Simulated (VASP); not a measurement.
The system is Sr.

```
CELL_PARAMETERS angstrom
-2.40221 2.40221 2.40221
2.40221 -2.40221 2.40221
2.40221 2.40221 -2.40221
ATOMIC_POSITIONS crystal
Sr 0.00000 0.00000 0.00000
```

Base run:

- Program: VASP 6.6.1
- Functional: PBE
- Potentials or basis: VASP PAW PBE potentials, release 64 (Sr_sv)
- Cutoff: 520 eV
- k mesh: 10 × 10 × 10
- Occupations: fermi-dirac, width 0.05 eV
- Spin: no spin polarisation

Its results: band gap on the k mesh zero (band 5 reaches 1.80 eV, above the bottom of band 6 at 1.43 eV); pressure -0.3 GPa.

**Question.** The run is repeated on the same cell with these changes: functional from PBE to PBEsol. What comes out?

**Answer.** Band gap on the k mesh zero (band 5 reaches 1.70 eV, above the bottom of band 6 at 1.35 eV); pressure -0.9 GPa.

PBEsol binds more tightly than PBE, so the same cell stands under less pressure.

Caveats: the PAW data sets were made with another functional, which shifts forces and pressure a little (some runs).
